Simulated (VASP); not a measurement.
## MnCrSb: single point with PBE

The system is MnCrSb.

```
Mn Cr Sb
1.0
     4.54508    0.00000    0.00000
    -2.27254    3.93616    0.00000
     0.00000    0.00000    5.53827
Mn Cr Sb
2 2 2
Direct
  0.00000 0.00000 0.00000
  0.00000 0.00000 0.50000
  0.66667 0.33333 0.25000
  0.33333 0.66667 0.75000
  0.66667 0.33333 0.75000
  0.33333 0.66667 0.25000
```

```
Program             : VASP 6.6.1
Task                : single point
Functional          : PBE
Potentials or basis : VASP PAW PBE potentials, release 64 (Mn_pv, Cr_pv, Sb)
Cutoff              : 520 eV
k mesh              : 12 × 12 × 6
Occupations         : gaussian, width 0.1 eV
Spin                : no spin polarisation
```

```yaml
Pressure: -15.0 GPa
Band_gap_on_the_k_mesh: zero (band 30 reaches 9.85 eV, above the bottom of band 31 at 9.50 eV)
```

Stress tensor (GPa, compression positive):
```
-12.03   0.00   0.00
  0.00 -12.03   0.00
  0.00   0.00 -20.86
```

Levels at points of the mesh, in eV from the Fermi level:
| k point | band 27 | band 28 | band 29 | band 30 | band 31 | band 32 | band 33 | band 34 |
| --- | --- | --- | --- | --- | --- | --- | --- | --- |
| (0.00, 0.00, 0.00) | -0.10 | 0.09 | 0.09 | 0.25 | 0.25 | 0.25 | 0.85 | 0.85 |
| (0.50, 0.00, 0.00) | -0.52 | -0.47 | -0.28 | -0.02 | 0.05 | 0.09 | 0.11 | 0.14 |
| (0.00, 0.00, 0.50) | 0.10 | 0.10 | 0.10 | 0.10 | 0.42 | 0.42 | 0.42 | 0.42 |
| (0.50, 0.00, 0.50) | -0.46 | -0.46 | -0.18 | -0.18 | -0.05 | -0.05 | 0.15 | 0.15 |

Run time: 12 min on 1 thread of Oxide Virtual Turin-like Processor, on a shared host, peak memory 0.38 GiB.

Caveat: spin-orbit coupling is left out, which moves the levels of the heavy elements. Spin polarisation is off, so any magnetic state and its effect on volume and gap are missing.
